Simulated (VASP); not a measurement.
# NbP (I4_1md) in VASP: a series of runs, part 2 of 2

VASP 6.6.1. The steps go on from the part before.

### Step 4. Single point, PBE

Contents of INCAR:

```
SYSTEM = NbP
ALGO = Normal
EDIFF = 1E-7
ENCUT = 520
GGA = PE
ISIF = 2
ISMEAR = 0
LASPH = .TRUE.
LCHARG = .FALSE.
LREAL = .FALSE.
LWAVE = .FALSE.
NBANDS = 26
NELM = 100
PREC = Accurate
SIGMA = 0.024
```

Contents of KPOINTS:

```
k-points
0
G
  11 11 11
  0 0 0
```

Contents of POSCAR:

```
NbP
1.0
   -1.6749232544      1.6749232544      5.7401081759
    1.6749232544     -1.6749232544      5.7401081759
    1.6749232544      1.6749232544     -5.7401081759
Nb P
2 2
Direct
    0.2498808000      0.7498808000      0.5000000000
    0.4998808000      0.4998808000      0.0000000000
    0.8327477700      0.3327477700      0.5000000000
    0.0827477700      0.0827477700      0.0000000000
```

Launch:

```bash
> cat potpaw_PBE.64/Nb_sv/POTCAR potpaw_PBE.64/P/POTCAR > POTCAR
> mpirun -np 1 vasp_std > vasp.out
```

Run time: 4.4 min. Hardware: 1 thread of Intel Xeon 6975P-C (Granite Rapids), shared host; peak memory 0.43 GiB.

The run converged. Its results:

```
Free energy            : -35.3133 eV
Pressure               : -1.5 GPa
Largest force          : 0.018 eV/Å
Band gap on the k mesh : zero (filled and empty bands touch)
```

Forces in eV/Å, atoms in the order of the input:
```
Nb   0.000  0.000  0.018
Nb   0.000  0.000  0.018
P    0.000  0.000 -0.018
P    0.000  0.000 -0.018
```

Stress tensor (GPa, compression positive):
```
-1.32  0.00  0.00
 0.00 -1.32  0.00
 0.00  0.00 -1.74
```

Levels at points of the mesh, in eV from the Fermi level:
| k point | band 16 | band 17 | band 18 | band 19 | band 20 | band 21 |
| --- | --- | --- | --- | --- | --- | --- |
| (0.00, 0.00, 0.00) | -1.70 | -1.35 | -1.35 | 0.84 | 1.60 | 2.65 |

### Step 5. Single point, PBE

Contents of INCAR:

```
PREC = Accurate ; ENCUT = 520
EDIFF = 1E-6 ; ISMEAR = 0
SIGMA = 0.025 ; LREAL = F
LASPH = T ; NELM = 80
ALGO = Normal ; ISIF = 2
LWAVE = F ; LCHARG = T
GGA = PE ; LELF = T
LVHAR = T ; NBANDS = 26
```

Contents of KPOINTS:

```
regular mesh
0
Gamma
  11 11 11
```

POSCAR is that of step 4.

Potentials or basis: VASP PAW PBE potentials, release 64 (Nb_sv, P).

Launch:

```bash
> cat potpaw_PBE.64/Nb_sv/POTCAR potpaw_PBE.64/P/POTCAR > POTCAR
> mpirun -np 1 vasp_std > vasp.out
```

OUTCAR:

```text
PREC = Accurate
   ENCUT = 520
   EDIFF = 1E-6
   ISMEAR = 0
   LREAL = F
   LASPH = T
   NELM = 80
   ISIF = 2
   GGA = PE

 ion  position               nearest neighbor table
   1  0.250  0.750  0.500-   4 2.55   4 2.55   3 2.55   3 2.55   3 2.55   3 2.55
   2  0.500  0.500  0.000-   3 2.55   3 2.55   4 2.55   4 2.55   4 2.55   4 2.55
   3  0.833  0.333  0.500-   2 2.55   2 2.55   1 2.55   1 2.55   1 2.55   1 2.55
   4  0.083  0.083  0.000-   1 2.55   1 2.55   2 2.55   2 2.55   2 2.55   2 2.55

[... 899 lines left out ...]
  Direction    XX          YY          ZZ          XY          YZ          ZX
  --------------------------------------------------------------------------------------
  -------------------------------------------------------------------------------------
  Total       -0.5332917     -0.5332917     -0.7010195      0.0000000      0.0000000      0.0000000
  in kB      -13.2649479    -13.2649479    -17.4369617      0.0000000      0.0000000      0.0000000
  external PRESSURE =     -14.6556192 kB  Pullay stress =       0.0000000 kB

 VOLUME and BASIS-vectors are now :
 -----------------------------------------------------------------------------
  energy-cutoff  :      520.00
  volume of cell :       64.41
      direct lattice vectors                 reciprocal lattice vectors
    -1.674923254  1.674923254  5.740108176     0.000000000  0.298521140  0.087106372
     1.674923254 -1.674923254  5.740108176     0.298521140  0.000000000  0.087106372
     1.674923254  1.674923254 -5.740108176     0.298521140  0.298521140  0.000000000

 POSITION                                       TOTAL-FORCE (eV/Angst)
 -----------------------------------------------------------------------------------
      1.67492      0.00000      2.86869        -0.000000      0.000000      0.018302
      0.00000      0.00000      5.73874         0.000000     -0.000000      0.018302
      0.00000      1.67492      3.82002         0.000000      0.000000     -0.018302
      0.00000      0.00000      0.94996        -0.000000     -0.000000     -0.018302
 -----------------------------------------------------------------------------------
    total drift:                               -0.000000     -0.000000      0.000156

  FREE ENERGIE OF THE ION-ELECTRON SYSTEM (eV)
  ---------------------------------------------------
  free  energy   TOTEN  =       -35.3133276597 eV

  energy  without entropy=      -35.3130259438  energy(sigma->0) =      -35.31317680
```

Run time: 4.2 min. Hardware: 1 thread of Intel Xeon 6975P-C (Granite Rapids), shared host; peak memory 0.43 GiB.

Results:

| Item | Value |
| --- | --- |
| Free energy | -35.3133 eV |
| Pressure | -1.5 GPa |
| Largest force | 0.018 eV/Å |
| Band gap on the k mesh | zero (filled and empty bands touch) |

Forces in eV/Å, atoms in the order of the input:
```
Nb   0.000  0.000  0.018
Nb   0.000  0.000  0.018
P    0.000  0.000 -0.018
P    0.000  0.000 -0.018
```

Stress tensor (GPa, compression positive):
```
-1.33  0.00  0.00
 0.00 -1.33  0.00
 0.00  0.00 -1.74
```

### Step 6. Single point, PBE

Contents of INCAR:

```
SYSTEM = NbP
PREC = Accurate
ENCUT = 520
EDIFF = 1E-6
ISMEAR = 0
SIGMA = 0.026000000000000002
LREAL = .FALSE.
LASPH = .TRUE.
NELM = 60
ALGO = Normal
ISIF = 2
LWAVE = .FALSE.
LCHARG = .FALSE.
GGA = PE
NBANDS = 26
```

Contents of KPOINTS:

```
Automatic mesh
0
G
  11 11 11
  0 0 0
```

POSCAR is that of step 5.

Potentials or basis: VASP PAW PBE potentials, release 64 (Nb_sv, P).

Launch:

```bash
> cat potpaw_PBE.64/Nb_sv/POTCAR potpaw_PBE.64/P/POTCAR > POTCAR
> mpirun -np 1 vasp_std > vasp.out
```

OUTCAR:

```text
SYSTEM = NbP
   PREC = Accurate
   ENCUT = 520
   EDIFF = 1E-6
   ISMEAR = 0
   LREAL = .FALSE.
   LASPH = .TRUE.
   NELM = 60
   ISIF = 2
   GGA = PE

 ion  position               nearest neighbor table
   1  0.250  0.750  0.500-   4 2.55   4 2.55   3 2.55   3 2.55   3 2.55   3 2.55
   2  0.500  0.500  0.000-   3 2.55   3 2.55   4 2.55   4 2.55   4 2.55   4 2.55
   3  0.833  0.333  0.500-   2 2.55   2 2.55   1 2.55   1 2.55   1 2.55   1 2.55
   4  0.083  0.083  0.000-   1 2.55   1 2.55   2 2.55   2 2.55   2 2.55   2 2.55

  LATTYP: Found a body centered tetragonal cell.
[... 899 lines left out ...]
  --------------------------------------------------------------------------------------
  -------------------------------------------------------------------------------------
  Total       -0.5335005     -0.5335005     -0.7007281      0.0000000      0.0000000      0.0000000
  in kB      -13.2701395    -13.2701395    -17.4297124      0.0000000      0.0000000      0.0000000
  external PRESSURE =     -14.6566638 kB  Pullay stress =       0.0000000 kB

 VOLUME and BASIS-vectors are now :
 -----------------------------------------------------------------------------
  energy-cutoff  :      520.00
  volume of cell :       64.41
      direct lattice vectors                 reciprocal lattice vectors
    -1.674923254  1.674923254  5.740108176     0.000000000  0.298521140  0.087106372
     1.674923254 -1.674923254  5.740108176     0.298521140  0.000000000  0.087106372
     1.674923254  1.674923254 -5.740108176     0.298521140  0.298521140  0.000000000

 POSITION                                       TOTAL-FORCE (eV/Angst)
 -----------------------------------------------------------------------------------
      1.67492      0.00000      2.86869         0.000000     -0.000000      0.018292
      0.00000      0.00000      5.73874        -0.000000      0.000000      0.018292
      0.00000      1.67492      3.82002         0.000000     -0.000000     -0.018292
      0.00000      0.00000      0.94996        -0.000000      0.000000     -0.018292
 -----------------------------------------------------------------------------------
    total drift:                               -0.000000     -0.000000      0.000156

  FREE ENERGIE OF THE ION-ELECTRON SYSTEM (eV)
  ---------------------------------------------------
  free  energy   TOTEN  =       -35.3133398597 eV

  energy  without entropy=      -35.3130191603  energy(sigma->0) =      -35.31317951
```

OSZICAR:

```text
N       E                     dE             d eps       ncg     rms          rms(c)
DAV:   1     0.350250637710E+03    0.35025E+03   -0.19083E+04  6560   0.138E+03
DAV:   2    -0.756505299964E+01   -0.35782E+03   -0.34739E+03  7742   0.505E+02
DAV:   3    -0.359860439558E+02   -0.28421E+02   -0.27930E+02 12184   0.107E+02
DAV:   4    -0.376232982897E+02   -0.16373E+01   -0.16284E+01  9712   0.208E+01
DAV:   5    -0.377012937433E+02   -0.77995E-01   -0.77929E-01 11660   0.495E+00    0.128E+01
DAV:   6    -0.352961374039E+02    0.24052E+01   -0.84063E+00 10088   0.200E+01    0.468E+00
DAV:   7    -0.353148630244E+02   -0.18726E-01   -0.67484E-01 10072   0.441E+00    0.305E+00
DAV:   8    -0.353127630188E+02    0.21000E-02   -0.78250E-02 10052   0.187E+00    0.464E-01
DAV:   9    -0.353129569951E+02   -0.19398E-03   -0.75068E-03 10668   0.529E-01    0.324E-01
DAV:  10    -0.353133674990E+02   -0.41050E-03   -0.19740E-03  7860   0.412E-01    0.615E-02
DAV:  11    -0.353133449605E+02    0.22538E-04   -0.13171E-04 10250   0.989E-02    0.244E-02
DAV:  12    -0.353133420111E+02    0.29494E-05   -0.56674E-06  8456   0.224E-02    0.861E-03
DAV:  13    -0.353133400297E+02    0.19813E-05   -0.11994E-06  5348   0.113E-02    0.285E-03
DAV:  14    -0.353133398597E+02    0.17000E-06   -0.32716E-07  4302   0.729E-03
   1 F= -.35313340E+02 E0= -.35313180E+02  d E =-.320699E-03
```

stdout:

```text
POSCAR found type information on POSCAR NbP
 POSCAR found :  2 types and       4 ions
 scaLAPACK will be used
 LDA part: xc-table for (Slater+PW92), standard interpolation
 POSCAR, INCAR and KPOINTS ok, starting setup
 FFT: planning ... GRIDC
 FFT: planning ... GRID_SOFT
 FFT: planning ... GRID
 WAVECAR not read
 entering main loop
```

Wall time 3.6 min (1 thread of Intel Xeon 6975P-C (Granite Rapids), shared host); peak memory 0.43 GiB.

Results:

```yaml
Free_energy: -35.3133 eV
Pressure: -1.5 GPa
Largest_force: 0.018 eV/Å
Band_gap_on_the_k_mesh: zero (filled and empty bands touch)
```

Forces on the atoms (eV/Å):
```
Nb   0.000  0.000  0.018
Nb   0.000  0.000  0.018
P    0.000  0.000 -0.018
P    0.000  0.000 -0.018
```

Stress tensor (GPa, compression positive):
```
-1.33  0.00  0.00
 0.00 -1.33  0.00
 0.00  0.00 -1.74
```

### Step 7. Overview

```tsv
smearing	gap on the mesh (eV)	pressure (GPa)	largest force (eV/Å)
gaussian 0.022 eV	none	-1.5	0.02
gaussian 0.023 eV	none	-1.5	0.02
gaussian 0.024 eV	none	-1.5	0.02
gaussian 0.025 eV	none	-1.5	0.02
gaussian 0.026 eV	none	-1.5	0.02
```

Alike in all rows: task single point; level PBE; potentials or basis VASP PAW PBE potentials, release 64 (Nb_sv, P); no spin polarisation; cell as given; k mesh 11 × 11 × 11; cutoff (eV) 520.

Total energies depend on the potentials used, so only differences within one code and one set of settings carry meaning.
